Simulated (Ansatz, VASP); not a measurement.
**Two plane-wave programs on PtSe2**

```xyz
3
Lattice="3.7769 0.0000 0.0000 -1.8884 3.2709 0.0000 0.0000 0.0000 5.0975" Properties=species:S:1:pos:R:3 pbc="T T T"
Pt    0.0000    0.0000    0.0000
Se    0.0000    2.1806    1.2878
Se    1.8884    1.0903    3.8097
```

Change from the starting cell: volume scaled by 1.04, ions relaxed.

Alike in both runs: functional PBE; k mesh 14 × 14 × 9; occupations fermi-dirac, width 0.05 eV; no spin polarisation.

Ansatz relaxed the structure, and its values are those at the end. VASP's run is a single point on that final structure, the one shown.

```csv
,VASP,Ansatz
version,VASP 6.6.1,Ansatz 0.2.0
potentials or method,"VASP PAW PBE potentials, release 64 (Pt, Se)","plane-wave PAW, scalar-relativistic"
plane-wave cutoff (eV),520,420
valence electrons in the cell,22,50
```

```csv
,VASP,Ansatz,Ansatz less VASP
pressure (GPa),1.6,1.6,+0.04
rms of the force components (eV/Å),0.006,0.004,-0.0016
```

With one functional, cell and mesh, what is left measures potentials, basis and numerics. VASP's potentials hold 22 valence electrons a cell and Ansatz's 50, so a difference there can come from the potentials and not from the codes. Ansatz's warnings: stress scf threshold loose.

Spin-orbit coupling is off throughout.
